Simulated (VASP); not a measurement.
Write the native input for VASP 6.6.1 that does the following.

- Task: single point
- Functional: PBE
- Potentials or basis: VASP PAW PBE potentials, release 64 (B, Mo_sv, W_sv)
- Cutoff: 520 eV
- k mesh: 4 × 4 × 4
- Occupations: gaussian, width 0.1 eV
- Spin: no spin polarisation
- Dipole correction: no
- Further INCAR settings: ALGO = Normal; EDIFF = 1e-07; NBANDS = 38

The structure of BMoW3 lies in POSCAR:

```
BMoW3
1.0
    4.1995885008      0.0000000000      0.0000000000
    0.0000000000      4.1995885008      0.0000000000
    0.0000000000      0.0000000000      4.1994383120
B Mo W
1 1 3
Direct
    0.5000000000      0.5000000000      0.5543001645
    0.0000000000      0.0000000000      1.0537447735
    0.5000000000      0.0000000000      0.5544475166
    0.0000000000      0.5000000000      0.5544475166
    0.5000000000      0.5000000000      0.0543873589
```

The cell was generated, and may not be a known phase.

One way to write it, as run:

INCAR

```
SYSTEM = BMoW3
PREC = Accurate
ENCUT = 520
EDIFF = 1E-7
ISMEAR = 0
SIGMA = 0.1
LREAL = .FALSE.
LASPH = .TRUE.
NELM = 100
ALGO = Normal
ISIF = 2
LWAVE = .FALSE.
LCHARG = .FALSE.
GGA = PE
NBANDS = 38
```

KPOINTS

```
regular mesh
0
G
  4 4 4
  0 0 0
```

Potentials or basis: VASP PAW PBE potentials, release 64 (B, Mo_sv, W_sv).

Run with:

```console
$ cat potpaw_PBE.64/B/POTCAR potpaw_PBE.64/Mo_sv/POTCAR potpaw_PBE.64/W_sv/POTCAR > POTCAR
$ mpirun -np 1 vasp_std > vasp.out
```

It gave:

| Item | Value |
| --- | --- |
| Pressure | 0.5 GPa |
| Largest force | 0.004 eV/Å |
| Band gap on the k mesh | zero (an odd number of electrons rules out a gap without spin polarisation) |

Caveat: the k points lie up to 0.37 Å⁻¹ apart, too coarse for converged energies and pressures of a metal; spin-orbit coupling is left out, which moves the levels of the heavy elements.

Run time: 34 s on 1 thread of AMD EPYC 9R45 96-Core Processor (Zen 5), with other jobs on the host, peak memory 0.17 GiB.
